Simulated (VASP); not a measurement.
LiCl: single point with r2SCAN

The system is LiCl.

```
Li Cl
1.0
     0.00000    2.55604    2.58466
     2.55604    0.00000    2.58466
     2.55604    2.55604    0.00000
Li Cl
1 1
Direct
  0.00000 0.00000 0.00000
  0.50000 0.50000 0.50000
```

This cell differs from its parent crystal: uniaxial z strain +1.1%.

```json
{"Program": "VASP 6.6.1", "Task": "single point", "Functional": "r2SCAN", "Potentials or basis": "VASP PAW PBE potentials, release 64 (Li_sv, Cl)", "Cutoff": "520 eV", "k mesh": "8 × 8 × 8", "Occupations": "gaussian, width 0.01 eV", "Spin": "no spin polarisation"}
```

- Band gap on the k mesh: 7.27 eV, direct

Levels at points of the mesh, in eV from the valence-band top:
```tsv
k point	band 1	band 2	band 3	band 4	band 5	band 6	band 7	band 8	band 9	band 10
(0.00, 0.00, 0.00)	-44.83	-14.00	-0.03	-0.03	0.00	7.27	12.58	12.68	12.68	15.27
(0.50, 0.00, 0.00)	-44.83	-13.42	-2.86	-0.31	-0.28	7.51	10.25	10.34	14.18	17.95
(0.50, 0.50, 0.00)	-44.83	-13.18	-2.95	-1.12	-1.12	8.77	8.95	13.44	15.45	15.45
(0.50, 0.00, 0.50)	-44.83	-13.16	-2.95	-1.19	-1.12	8.74	8.89	13.60	15.24	15.49
```

It took 2.6 min on 1 thread of AMD EPYC 7R43 64-Core Processor (Zen 3), with other jobs on the host, peak memory 0.13 GiB.

Caveat: the cell differs from its parent crystal (uniaxial z strain +1.1%). A k mesh can miss the band edges.
